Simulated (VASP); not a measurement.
# Si31C: single point with PBEsol

Crystal: Si31C.

```
Si C
1.0
    10.74715    0.00000    0.00000
     0.00000   10.74715    0.00000
     0.00000    0.00000   10.74715
Si C
62 2
Direct
  0.99753 0.99367 0.99742
  0.99991 0.00029 0.49984
  0.99946 0.49994 0.99943
  0.01620 0.51757 0.51609
  0.49991 0.00032 0.99982
  0.49755 0.99367 0.49739
  0.51618 0.51755 0.01607
  0.49948 0.49992 0.49941
  0.12520 0.12506 0.12502
  0.12510 0.12503 0.62512
  0.12509 0.62505 0.12513
  0.62510 0.12505 0.12512
  0.62518 0.12506 0.62502
  0.62507 0.62506 0.62513
  0.25277 0.25647 0.99733
  0.25035 0.24974 0.49986
  0.25079 0.75011 0.99944
  0.23415 0.73258 0.51599
  0.75035 0.24976 0.99987
  0.75280 0.25647 0.49737
  0.73413 0.73254 0.01604
  0.75077 0.75011 0.49944
  0.38122 0.38113 0.12517
  0.36901 0.38109 0.62487
  0.38131 0.86894 0.12486
  0.36902 0.86902 0.62515
  0.86902 0.38109 0.12491
  0.88125 0.38116 0.62520
  0.86900 0.86900 0.12518
  0.88127 0.86894 0.62487
  0.25284 0.99367 0.25264
  0.25037 0.00026 0.75029
  0.25078 0.49990 0.25072
  0.23412 0.51759 0.73398
  0.75039 0.00029 0.25029
  0.75281 0.99367 0.75266
  0.73415 0.51758 0.23402
  0.75078 0.49993 0.75072
  0.37516 0.12383 0.37505
  0.37515 0.12627 0.87501
  0.37517 0.62572 0.37501
  0.37515 0.62434 0.87506
  0.87518 0.12628 0.37504
  0.87514 0.12383 0.87507
  0.87515 0.62435 0.37507
  0.87517 0.62575 0.87503
  0.99756 0.25643 0.25268
  0.99987 0.24985 0.75030
  0.99944 0.75024 0.25073
  0.01622 0.73255 0.73400
  0.49988 0.24987 0.25029
  0.49754 0.25644 0.75267
  0.51623 0.73252 0.23401
  0.49942 0.75024 0.75073
  0.12533 0.38109 0.38122
  0.12495 0.38120 0.86890
  0.12499 0.86904 0.38113
  0.12533 0.86895 0.86897
  0.62499 0.38117 0.36891
  0.62533 0.38109 0.88120
  0.62535 0.86895 0.36894
  0.62498 0.86901 0.88116
  0.12518 0.62509 0.62501
  0.62519 0.62504 0.12502
```

| Item | Value |
| --- | --- |
| Program | VASP 6.6.1 |
| Task | single point |
| Functional | PBEsol |
| Potentials or basis | VASP PAW PBE potentials, release 64 (Si, C) |
| Cutoff | 520 eV |
| k mesh | 1 × 1 × 1, shifted |
| Occupations | fermi-dirac, width 0.05 eV |
| Spin | no spin polarisation |

```json
{
 "Pressure": "0.1 GPa",
 "Largest force": "0.011 eV/Å",
 "Band gap on the k mesh": "1.23 eV"
}
```

Forces on the atoms (eV/Å):
```
Si   0.001 -0.002 -0.001
Si   0.000  0.001  0.000
Si   0.006  0.001  0.004
Si  -0.004 -0.003 -0.005
Si   0.000  0.000  0.001
Si   0.001 -0.001  0.000
Si  -0.003 -0.003 -0.004
Si   0.005  0.001  0.006
Si  -0.002  0.000  0.000
Si   0.000  0.000 -0.002
Si   0.000 -0.001 -0.002
Si   0.000  0.000 -0.003
Si  -0.001  0.000  0.000
Si   0.001 -0.001 -0.003
Si   0.000  0.002  0.001
Si  -0.001  0.001  0.000
Si  -0.007  0.000  0.006
Si   0.004  0.003 -0.004
Si  -0.001  0.000  0.000
Si  -0.001  0.001  0.001
Si   0.005  0.006 -0.007
Si  -0.006  0.000  0.006
Si   0.002  0.001  0.002
Si   0.000  0.001  0.000
Si   0.001  0.000 -0.001
Si  -0.001 -0.003  0.004
Si   0.000  0.002 -0.001
Si   0.001  0.001  0.002
Si   0.000 -0.001  0.003
Si   0.002 -0.001 -0.002
Si   0.000 -0.001  0.001
Si  -0.002  0.002 -0.001
Si  -0.006  0.002 -0.005
Si   0.007 -0.005  0.005
Si  -0.003  0.001 -0.001
Si  -0.001 -0.002  0.001
Si   0.005 -0.006  0.004
Si  -0.005  0.002 -0.005
Si  -0.002  0.008  0.000
Si  -0.001 -0.008  0.001
Si  -0.001  0.000  0.001
Si  -0.003  0.002 -0.001
Si  -0.001 -0.009  0.000
Si  -0.001  0.009  0.000
Si  -0.001  0.002  0.001
Si  -0.001 -0.002  0.001
Si   0.000  0.002  0.000
Si   0.001 -0.002 -0.002
Si   0.007 -0.004 -0.007
Si  -0.006  0.004  0.005
Si   0.002 -0.002 -0.001
Si  -0.001  0.002  0.000
Si  -0.006  0.004  0.004
Si   0.008 -0.004 -0.007
Si   0.002  0.002  0.001
Si  -0.001  0.000  0.002
Si  -0.001 -0.002  0.002
Si   0.002 -0.002 -0.002
Si  -0.002  0.001  0.002
Si   0.001  0.002  0.001
Si   0.001 -0.003 -0.001
Si   0.000 -0.001  0.001
C    0.002  0.000  0.000
C    0.002  0.001  0.001
```

Stress tensor (GPa, compression positive):
```
 0.18  0.00  0.00
 0.00 -0.01  0.00
 0.00  0.00  0.18
```

Levels at points of the mesh, in eV from the valence-band top:
```tsv
k point	band 126	band 127	band 128	band 129	band 130	band 131
(0.50, 0.50, 0.50)	-0.06	0.00	0.00	1.23	1.23	1.73
```

It took 4.4 min on 1 thread of Intel(R) Xeon(R) Platinum 8488C (Sapphire Rapids), with other jobs on the host, peak memory 0.96 GiB.

Caveat: the k points lie up to 0.58 Å⁻¹ apart; the PAW data sets were made with another functional, which shifts forces and pressure a little. A k mesh can miss the band edges.
